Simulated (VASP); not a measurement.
# CaSe (Fm-3m) in VASP: notebook

Runs on CaSe. Level: PBEsol. Tasks: elastic constants.

All numbers are computed with VASP 6.6.1; they aren't measurements. Logs are shortened: lines on timing, memory, paths and dates and some standing lists are left out, and cuts for length are marked.

## 1. The cell of the first run

It takes space group Fm-3m (No. 225, cubic). Conventional cell: a = 5.869 Å, b = 5.869 Å, c = 5.869 Å, α = 90.00°, β = 90.00°, γ = 90.00°. Ca (site symmetry m-3m) has 6 Se at 2.93 Å within 3.9 Å. Se (site symmetry m-3m) has 6 Ca at 2.93 Å within 3.9 Å.

## 2. Elastic constants, PBEsol

The input, INCAR:

```
PREC = Accurate
ENCUT = 600
EDIFF = 1E-8
ISMEAR = 0
SIGMA = 0.01
LREAL = False
LASPH = True
NELM = 100
ALGO = Normal
ISIF = 3
LWAVE = False
LCHARG = False
GGA = PS
NBANDS = 15
IBRION = 6
NFREE = 2
POTIM = 0.015
NSW = 1
```

The input, KPOINTS:

```
regular mesh
0
Gamma
  8 8 8
```

The input, POSCAR:

```
CaSe
1.0
    0.0000000000      2.9344502355      2.9344502355
    2.9344502355      0.0000000000      2.9344502355
    2.9344502355      2.9344502355      0.0000000000
Ca Se
1 1
Direct
    0.0000000000      0.0000000000      0.0000000000
    0.5000000000      0.5000000000      0.5000000000
```

Potentials or basis: VASP PAW PBE potentials, release 64 (Ca_sv, Se).

Run with:

```
$ cat potpaw_PBE.64/Ca_sv/POTCAR potpaw_PBE.64/Se/POTCAR > POTCAR
$ mpirun -np 1 vasp_std > vasp.out
```

OUTCAR:

```text
PREC = Accurate
   ENCUT = 600
   EDIFF = 1E-8
   ISMEAR = 0
   LREAL = False
   LASPH = True
   NELM = 100
   ISIF = 3
   GGA = PS
   IBRION = 6
   NFREE = 2
   POTIM = 0.015
   NSW = 1

 ion  position               nearest neighbor table
   1  0.000  0.000  0.000-   2 2.93   2 2.93   2 2.93   2 2.93   2 2.93   2 2.93
   2  0.500  0.500  0.500-   1 2.93   1 2.93   1 2.93   1 2.93   1 2.93   1 2.93

  LATTYP: Found a face centered cubic cell.
 ALAT       =     5.8689004710

  Lattice vectors:

 A1 = (   0.0000000000,   2.9344502355,   2.9344502355)
 A2 = (   2.9344502355,   0.0000000000,   2.9344502355)
 A3 = (   2.9344502355,   2.9344502355,   0.0000000000)

Analysis of symmetry for initial positions (statically):
=====================================================================
 Subroutine PRICEL returns:
 Original cell was already a primitive cell.

 Routine SETGRP: Setting up the symmetry group for a
 face centered cubic supercell.

 Subroutine GETGRP returns: Found 48 space group operations
 (whereof 48 operations were pure point group operations)
 out of a pool of 48 trial point group operations.

The static configuration has the point symmetry O_h .

Analysis of symmetry for dynamics (positions and initial velocities):
=====================================================================
 Subroutine PRICEL returns:
 Original cell was already a primitive cell.

 Routine SETGRP: Setting up the symmetry group for a
 face centered cubic supercell.

 Subroutine GETGRP returns: Found 48 space group operations
 (whereof 48 operations were pure point group operations)
 out of a pool of 48 trial point group operations.

The dynamic configuration has the point symmetry O_h .

 Subroutine INISYM returns: Found 48 space group operations
 (whereof 48 operations are pure point group operations),
 and found     1 'primitive' translations

----------------------------------------------------------------------------------------

                                     Primitive cell

  volume of cell :      50.5371

  direct lattice vectors                    reciprocal lattice vectors
     0.000000000  2.934450235  2.934450235    -0.170389668  0.170389668  0.170389668
     2.934450235  0.000000000  2.934450235     0.170389668 -0.170389668  0.170389668
     2.934450235  2.934450235  0.000000000     0.170389668  0.170389668 -0.170389668

  length of vectors
     4.149939321  4.149939321  4.149939321     0.295123561  0.295123561  0.295123561

  position of ions in fractional coordinates (direct lattice)
     0.000000000  0.000000000  0.000000000
     0.500000000  0.500000000  0.500000000

  ion indices of the primitive-cell ions
   primitive index   ion index
                 1           1
                 2           2

----------------------------------------------------------------------------------------

 KPOINTS: regular mesh

Automatic generation of k-mesh.
 Grid dimensions read from file:
 generate k-points for:    8    8    8

 Generating k-lattice:

  Cartesian coordinates                     Fractional coordinates (reciprocal lattice)
    -0.021298708  0.021298708  0.021298708     0.125000000  0.000000000  0.000000000
     0.021298708 -0.021298708  0.021298708     0.000000000  0.125000000  0.000000000
[... 115 lines left out ...]
  -------------------------------------------------------------------------------------
  Total        0.0674452      0.0674452      0.0674452      0.0000000      0.0000000      0.0000000
  in kB        2.1382136      2.1382136      2.1382136      0.0000000      0.0000000      0.0000000
  external PRESSURE =       2.1382136 kB  Pullay stress =       0.0000000 kB
[... 89 lines left out ...]
  FREE ENERGIE OF THE ION-ELECTRON SYSTEM (eV)
  ---------------------------------------------------
  free  energy   TOTEN  =       -10.0689218844 eV

  energy  without entropy=      -10.0689218844  energy(sigma->0) =      -10.06892188

[... ionic steps 4 to 14 ...]

--------------------------------------- Ionic step       15  -------------------------------------------

 number of electron      16.0000000 magnetization

------------------------ aborting loop because EDIFF is reached ----------------------------------------
[... 67 lines left out ...]
--------------------------------------- Ionic step       17  -------------------------------------------

 number of electron      16.0000000 magnetization

 Free energy of the ion-electron system (eV)
  ---------------------------------------------------
  ext. energy  EPLUGINS =         0.00000000
  ---------------------------------------------------
  free energy    TOTEN  =       -10.07410626 eV

  energy without entropy =      -10.07410626  energy(sigma->0) =      -10.07410626

 E-fermi :   2.6436     XC(G=0):  -9.4278

 val. band max:        2.5075873228   @ k =   0.0000   0.0000   0.0000
 cond. band min:       4.3745237618   @ k =   0.0000   0.5000   0.5000
 fundamental gap:      1.8669364390
 Fermi energy:         2.6435688786

 k-point     1 :       0.0000    0.0000    0.0000
  band No.  band energies     occupation
      1     -36.9623      2.00000
      2     -18.0420      2.00000
      3     -18.0419      2.00000
      4     -18.0419      2.00000
      5      -9.4008      2.00000
      6       2.5074      2.00000
      7       2.5076      2.00000
      8       2.5076      2.00000
      9       5.8176      0.00000
     10       6.1445      0.00000
     11       6.1450      0.00000
     12       6.1450      0.00000
     13       6.7700      0.00000
     14       6.7711      0.00000
[... 401 lines left out ...]
      2     -18.1503      2.00000
      3     -18.0798      2.00000
      4     -18.0613      2.00000
      5      -8.6657      2.00000
      6      -0.4483      2.00000
      7       0.7982      2.00000
      8       1.2071      2.00000
      9       6.9396      0.00000
     10       7.2425      0.00000
     11       8.2794      0.00000
     12       8.5687      0.00000
     13       8.9273      0.00000
     14       9.7878      0.00000
     15      11.2546      0.00000

 [... further k-points ...]

------------------------ aborting loop because EDIFF is reached ----------------------------------------

  FORCE on cell =-STRESS in cart. coord.  units (eV):
  Direction    XX          YY          ZZ          XY          YZ          ZX
  --------------------------------------------------------------------------------------
  -------------------------------------------------------------------------------------
  Total        0.0721044      0.0669997      0.0669997      0.0000000      0.0000000      0.0000000
  in kB        2.2859247      2.1240925      2.1240925      0.0000000      0.0000000      0.0000000
  external PRESSURE =       2.1780365 kB  Pullay stress =       0.0000000 kB
[... 17 lines left out ...]
  FREE ENERGIE OF THE ION-ELECTRON SYSTEM (eV)
  ---------------------------------------------------
  free  energy   TOTEN  =       -10.0741062601 eV

  energy  without entropy=      -10.0741062601  energy(sigma->0) =      -10.07410626

 INTERNAL STRAIN TENSORS FROM STRAINED CELLS
 ============================================

 INTERNAL STRAIN TENSOR FOR ION    1 for displacements in x,y,z  (eV/Angst):
          X           Y           Z          XY          YZ          ZX
  --------------------------------------------------------------------------------
  x     0.00000     0.00000    -0.00000    -0.00000    -0.00000    -0.00000
  y    -0.00000     0.00000     0.00000     0.00000    -0.00000     0.00000
  z     0.00000    -0.00000     0.00000     0.00000     0.00000    -0.00000

 INTERNAL STRAIN TENSORS FROM DISPLACED ATOMS
 ============================================

 INTERNAL STRAIN TENSOR FOR ION    1 for displacements in x,y,z  (eV/Angst):
          X           Y           Z          XY          YZ          ZX
  --------------------------------------------------------------------------------
  x     0.00000     0.00000     0.00000     0.00000     0.00000     0.00000
  y     0.00000     0.00000     0.00000     0.00000     0.00000     0.00000
  z     0.00000     0.00000     0.00000     0.00000     0.00000     0.00000

 INTERNAL STRAIN TENSOR FOR ION    2 for displacements in x,y,z  (eV/Angst):
          X           Y           Z          XY          YZ          ZX
  --------------------------------------------------------------------------------
  x     0.00000     0.00000     0.00000     0.00000     0.00000     0.00000
  y     0.00000     0.00000     0.00000     0.00000     0.00000     0.00000
  z     0.00000     0.00000     0.00000     0.00000     0.00000     0.00000

 Eigenvectors and eigenvalues of the dynamical matrix
 ----------------------------------------------------

   1 f  =    5.496149 THz    34.533325 2PiTHz  183.331810 cm-1    22.730237 meV
             X         Y         Z           dx          dy          dz
      0.000000  0.000000  0.000000     0.189901    0.791941    0.000000
      2.934450  2.934450  2.934450    -0.135319   -0.564319   -0.000000
[... 21 lines left out ...]
   6 f/i=    0.000495 THz     0.003108 2PiTHz    0.016501 cm-1     0.002046 meV
             X         Y         Z           dx          dy          dz
      0.000000  0.000000  0.000000    -0.009177   -0.252506    0.522421
      2.934450  2.934450  2.934450    -0.012879   -0.354355    0.733143

--------------------------------------------------------------------------------------------------------

 ELASTIC MODULI CONTR FROM IONIC RELAXATION (kBar)
 Direction    XX          YY          ZZ          XY          YZ          ZX
 --------------------------------------------------------------------------------
 XX           0.0000      0.0000      0.0000      0.0000      0.0000      0.0000
 YY           0.0000      0.0000      0.0000      0.0000      0.0000      0.0000
 ZZ           0.0000      0.0000      0.0000      0.0000      0.0000      0.0000
 XY           0.0000      0.0000      0.0000      0.0000      0.0000      0.0000
 YZ           0.0000      0.0000      0.0000      0.0000      0.0000      0.0000
 ZX           0.0000      0.0000      0.0000      0.0000      0.0000      0.0000
 --------------------------------------------------------------------------------

 TOTAL ELASTIC MODULI (kBar)
 Direction    XX          YY          ZZ          XY          YZ          ZX
 --------------------------------------------------------------------------------
 XX        1205.2084    188.9051    188.9051     -0.0000     -0.0000      0.0000
 YY         188.9051   1205.2084    188.9051     -0.0000      0.0000      0.0000
 ZZ         188.9051    188.9051   1205.2084     -0.0000     -0.0000     -0.0000
 XY          -0.0000     -0.0000     -0.0000    272.2575      0.0000      0.0000
 YZ          -0.0000      0.0000     -0.0000      0.0000    272.2575      0.0000
 ZX           0.0000      0.0000     -0.0000      0.0000      0.0000    272.2575
 --------------------------------------------------------------------------------
```

Wall time 8 min (1 thread of Intel Xeon 6975P-C (Granite Rapids), shared host); peak memory 0.37 GiB.

Results:

| Property | Result |
| --- | --- |
| Elastic constants C11, C12, C44 | 121, 19, 27 GPa |
| Voigt bulk modulus | 53 GPa |
| Highest phonon frequency at Γ, LO-TO splitting left out | 183 cm⁻¹ |

Phonon frequencies in cm⁻¹ (negative: imaginary):
```
              q point        frequencies
(0.000, 0.000, 0.000)  0 0 0 183 183 183
```

Elastic tensor in Voigt notation (GPa, in the Cartesian axes of the cell as first typed):
```
121  19  19   0   0   0
 19 121  19   0   0   0
 19  19 121   0   0   0
  0   0   0  27   0   0
  0   0   0   0  27   0
  0   0   0   0   0  27
```

Clamped-ion elastic tensor (GPa):
```
121  19  19   0   0   0
 19 121  19   0   0   0
 19  19 121   0   0   0
  0   0   0  27   0   0
  0   0   0   0  27   0
  0   0   0   0   0  27
```

Caveat: the PAW data sets were made with another functional, which shifts forces and pressure a little.

## 3. Elastic constants, PBEsol

The input, INCAR:

```
SYSTEM = CaSe
ALGO = Normal
EDIFF = 1E-8
ENCUT = 600
GGA = PS
IBRION = 6
ISIF = 3
ISMEAR = 0
LASPH = .TRUE.
LCHARG = .FALSE.
LREAL = .FALSE.
LWAVE = .FALSE.
NBANDS = 15
NELM = 80
NFREE = 2
NSW = 1
POTIM = 0.015
PREC = Accurate
SIGMA = 0.01
```

The input, KPOINTS:

```
k-points
0
G
  8 8 8
  0 0 0
```

POSCAR is that of step 2.

Potentials or basis: VASP PAW PBE potentials, release 64 (Ca_sv, Se).

Run with:

```
$ cat potpaw_PBE.64/Ca_sv/POTCAR potpaw_PBE.64/Se/POTCAR > POTCAR
$ mpirun -np 1 vasp_std > vasp.out
```

OUTCAR:

```text
SYSTEM = CaSe
   EDIFF = 1E-8
   ENCUT = 600
   GGA = PS
   IBRION = 6
   ISIF = 3
   ISMEAR = 0
   LASPH = .TRUE.
   LREAL = .FALSE.
   NELM = 80
   NFREE = 2
   NSW = 1
   POTIM = 0.015
   PREC = Accurate

 ion  position               nearest neighbor table
   1  0.000  0.000  0.000-   2 2.93   2 2.93   2 2.93   2 2.93   2 2.93   2 2.93
   2  0.500  0.500  0.500-   1 2.93   1 2.93   1 2.93   1 2.93   1 2.93   1 2.93

  LATTYP: Found a face centered cubic cell.
 ALAT       =     5.8689004710

  Lattice vectors:

 A1 = (   0.0000000000,   2.9344502355,   2.9344502355)
 A2 = (   2.9344502355,   0.0000000000,   2.9344502355)
 A3 = (   2.9344502355,   2.9344502355,   0.0000000000)

Analysis of symmetry for initial positions (statically):
=====================================================================
 Subroutine PRICEL returns:
 Original cell was already a primitive cell.

 Routine SETGRP: Setting up the symmetry group for a
 face centered cubic supercell.

 Subroutine GETGRP returns: Found 48 space group operations
 (whereof 48 operations were pure point group operations)
 out of a pool of 48 trial point group operations.

The static configuration has the point symmetry O_h .
[... 801 lines left out ...]
  -------------------------------------------------------------------------------------
  Total        0.0721044      0.0669997      0.0669997      0.0000000      0.0000000      0.0000000
  in kB        2.2859247      2.1240925      2.1240925      0.0000000      0.0000000      0.0000000
  external PRESSURE =       2.1780365 kB  Pullay stress =       0.0000000 kB
[... 17 lines left out ...]
  FREE ENERGIE OF THE ION-ELECTRON SYSTEM (eV)
  ---------------------------------------------------
  free  energy   TOTEN  =       -10.0741062601 eV

  energy  without entropy=      -10.0741062601  energy(sigma->0) =      -10.07410626

 INTERNAL STRAIN TENSORS FROM STRAINED CELLS
 ============================================

 INTERNAL STRAIN TENSOR FOR ION    1 for displacements in x,y,z  (eV/Angst):
          X           Y           Z          XY          YZ          ZX
  --------------------------------------------------------------------------------
  x     0.00000     0.00000    -0.00000    -0.00000    -0.00000    -0.00000
  y    -0.00000     0.00000     0.00000     0.00000    -0.00000     0.00000
  z     0.00000    -0.00000     0.00000     0.00000     0.00000    -0.00000

 INTERNAL STRAIN TENSORS FROM DISPLACED ATOMS
 ============================================

 INTERNAL STRAIN TENSOR FOR ION    1 for displacements in x,y,z  (eV/Angst):
          X           Y           Z          XY          YZ          ZX
  --------------------------------------------------------------------------------
  x     0.00000     0.00000     0.00000     0.00000     0.00000     0.00000
  y     0.00000     0.00000     0.00000     0.00000     0.00000     0.00000
  z     0.00000     0.00000     0.00000     0.00000     0.00000     0.00000

 INTERNAL STRAIN TENSOR FOR ION    2 for displacements in x,y,z  (eV/Angst):
          X           Y           Z          XY          YZ          ZX
  --------------------------------------------------------------------------------
  x     0.00000     0.00000     0.00000     0.00000     0.00000     0.00000
  y     0.00000     0.00000     0.00000     0.00000     0.00000     0.00000
  z     0.00000     0.00000     0.00000     0.00000     0.00000     0.00000

 Eigenvectors and eigenvalues of the dynamical matrix
 ----------------------------------------------------

   1 f  =    5.496149 THz    34.533325 2PiTHz  183.331810 cm-1    22.730237 meV
             X         Y         Z           dx          dy          dz
      0.000000  0.000000  0.000000     0.189901    0.791941    0.000000
      2.934450  2.934450  2.934450    -0.135319   -0.564319   -0.000000
[... 21 lines left out ...]
   6 f/i=    0.000495 THz     0.003108 2PiTHz    0.016501 cm-1     0.002046 meV
             X         Y         Z           dx          dy          dz
      0.000000  0.000000  0.000000    -0.009177   -0.252506    0.522421
      2.934450  2.934450  2.934450    -0.012879   -0.354355    0.733143

--------------------------------------------------------------------------------------------------------

 ELASTIC MODULI CONTR FROM IONIC RELAXATION (kBar)
 Direction    XX          YY          ZZ          XY          YZ          ZX
 --------------------------------------------------------------------------------
 XX           0.0000      0.0000      0.0000      0.0000      0.0000      0.0000
 YY           0.0000      0.0000      0.0000      0.0000      0.0000      0.0000
 ZZ           0.0000      0.0000      0.0000      0.0000      0.0000      0.0000
 XY           0.0000      0.0000      0.0000      0.0000      0.0000      0.0000
 YZ           0.0000      0.0000      0.0000      0.0000      0.0000      0.0000
 ZX           0.0000      0.0000      0.0000      0.0000      0.0000      0.0000
 --------------------------------------------------------------------------------

 TOTAL ELASTIC MODULI (kBar)
 Direction    XX          YY          ZZ          XY          YZ          ZX
 --------------------------------------------------------------------------------
 XX        1205.2084    188.9051    188.9051     -0.0000     -0.0000      0.0000
 YY         188.9051   1205.2084    188.9051     -0.0000      0.0000      0.0000
 ZZ         188.9051    188.9051   1205.2084     -0.0000     -0.0000     -0.0000
 XY          -0.0000     -0.0000     -0.0000    272.2575      0.0000      0.0000
 YZ          -0.0000      0.0000     -0.0000      0.0000    272.2575      0.0000
 ZX           0.0000      0.0000     -0.0000      0.0000      0.0000    272.2575
 --------------------------------------------------------------------------------
```

OSZICAR:

```text
N       E                     dE             d eps       ncg     rms          rms(c)
DAV:   1     0.118158215865E+03    0.11816E+03   -0.81684E+03   870   0.110E+03
DAV:   2    -0.501664390325E+01   -0.12317E+03   -0.11672E+03  1003   0.261E+02
[... 205 lines left out ...]
DAV:   2    -0.100742246073E+02   -0.15653E-02   -0.18469E-02  2162   0.652E-01    0.632E-02
DAV:   3    -0.100741203355E+02    0.10427E-03   -0.33661E-04  2180   0.105E-01    0.344E-02
DAV:   4    -0.100741052555E+02    0.15080E-04   -0.85790E-05  2204   0.507E-02    0.113E-02
DAV:   5    -0.100741062644E+02   -0.10089E-05   -0.77836E-06  1924   0.191E-02    0.640E-03
DAV:   6    -0.100741062853E+02   -0.20897E-07   -0.28769E-07  2559   0.422E-03    0.362E-03
DAV:   7    -0.100741062589E+02    0.26415E-07   -0.84640E-08  1966   0.229E-03    0.315E-04
DAV:   8    -0.100741062601E+02   -0.12051E-08   -0.16368E-08  1672   0.101E-03
  17 F= -.10074106E+02 E0= -.10074106E+02  d E =-.142162E-84
```

Wall time 7.4 min (1 thread of Intel Xeon 6975P-C (Granite Rapids), shared host); peak memory 0.38 GiB.

Results:

```yaml
Elastic_constants_C11_C12_C44: 121, 19, 27 GPa
Voigt_bulk_modulus: 53 GPa
Highest_phonon_frequency_at_Γ_LO-TO_splitting_left_out: 183 cm⁻¹
```

Phonon frequencies in cm⁻¹ (negative: imaginary):
| q point | frequencies |
| --- | --- |
| (0.000, 0.000, 0.000) | 0 0 0 183 183 183 |

Elastic tensor in Voigt notation (GPa, in the Cartesian axes of the cell as first typed):
```
121  19  19   0   0   0
 19 121  19   0   0   0
 19  19 121   0   0   0
  0   0   0  27   0   0
  0   0   0   0  27   0
  0   0   0   0   0  27
```

Clamped-ion elastic tensor (GPa):
```
121  19  19   0   0   0
 19 121  19   0   0   0
 19  19 121   0   0   0
  0   0   0  27   0   0
  0   0   0   0  27   0
  0   0   0   0   0  27
```

Caveat: the PAW data sets were made with another functional, which shifts forces and pressure a little.
